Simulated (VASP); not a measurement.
Wanted: the native input for a VASP 6.6.1 run.

- Task: electric field gradients
- Functional: LDA
- Potentials or basis: VASP PAW LDA potentials, release 64 (Fe)
- Cutoff: 520 eV
- k mesh: 16 × 16 × 16
- Occupations: fermi-dirac, width 0.05 eV
- Spin: collinear spin, ferromagnetic start
- Starting moments: [3.0] μB
- Dipole correction: no
- Further INCAR settings: ALGO = Normal; EDIFF = 1e-08; NBANDS = 14

The structure of Fe lies in POSCAR:

```
Fe
1.0
    0.0000000000      1.9545992686      1.9781194830
    1.5083634409      0.0000000000      1.9781194830
    1.5083634409      1.9545992686      0.0000000000
Fe
1
Direct
    0.0000000000      0.0000000000      0.0000000000
```

One way to write it, as run:

INCAR

```
PREC     = Accurate       # precision mode
ENCUT    = 520            # plane-wave cutoff, eV
EDIFF    = 1E-8           # SCF threshold, eV
ISMEAR   = -1             # smearing method
SIGMA    = 0.05           # smearing width, eV
LREAL    = False          # projectors in reciprocal space
LASPH    = True           # aspherical terms in the spheres
NELM     = 150            # most SCF steps
ALGO     = Normal         # electronic algorithm
ISIF     = 2              # what is computed and relaxed
LWAVE    = False          # write WAVECAR
LCHARG   = False          # write CHGCAR
ISPIN    = 2              # spin polarisation
MAGMOM   = 3              # initial moments
LORBIT   = 11             # projections on sites
LMAXMIX  = 4              # l up to which the mixer works
GGA      = CA             # functional
LEFG     = True         
NBANDS   = 14             # bands
```

KPOINTS

```
Automatic mesh
0
Gamma
  16 16 16
```

Potentials or basis: VASP PAW LDA potentials, release 64 (Fe).

Run with:

```sh
$ cat potpaw_LDA.64/Fe/POTCAR > POTCAR
$ mpirun -np 1 vasp_std > vasp.out
```

Results of the run:

```
Pressure                                              : -21.5 GPa
Net moment                                            : 2.18 μB per cell
Site moments                                          : Fe +2.16 μB
Largest electric field gradient by atom               : Fe +7.5 V/Å²
Valence electrons inside the program's atomic spheres : Fe 7.23
```

Caveat: the stress differs along the axes, from -27 to -18 GPa; without QUAD_EFG the Cq values of the log hold for a quadrupole moment of 1 mb, not for the nuclei.

Wall time 2.8 min on 1 thread of AMD EPYC 9R45 96-Core Processor (Zen 5) (shared host), peak memory 0.22 GiB.
